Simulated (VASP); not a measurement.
Ca, 1 atom in the cell. The structure is cubic, space group Im-3m (No. 229). The conventional cell has a = 4.047 Å, b = 4.047 Å, c = 4.047 Å, α = 90.00°, β = 90.00°, γ = 90.00°. Within 4.6 Å of Ca (site symmetry m-3m) lie 14 Ca at 3.51 to 4.05 Å. This isn't the form of Ca at room conditions, which is fcc.

* Program: VASP 6.6.1
* Task: relaxation of cell and atoms
* Functional: PBE
* Potentials or basis: VASP PAW PBE potentials, release 64 (Ca_sv)
* Cutoff: 600 eV
* k mesh: 13 × 13 × 13
* Occupations: fermi-dirac, width 0.08 eV
* Spin: no spin polarisation
* Target pressure: 6.1 GPa
* Dipole correction: no
* Further INCAR settings: ALGO = Normal; EDIFF = 1e-07; IBRION = 2; EDIFFG = -0.005; NSW = 60; ISIF = 3

Potentials or basis: VASP PAW PBE potentials, release 64 (Ca_sv).

The run is started by

```console
$ cat potpaw_PBE.64/Ca_sv/POTCAR > POTCAR
$ mpirun -np 1 vasp_std > vasp.out
```

Hardware: 1 thread of Intel(R) Xeon(R) 6975P-C (Granite Rapids) (shared host).

**Question.** How long does it take, and how much memory?

**Answer.** It took 25 s on 1 thread of Intel(R) Xeon(R) 6975P-C (Granite Rapids), with other jobs on the host, peak memory 0.18 GiB. Counts: scf iterations 22, k points 84, ion steps 2.
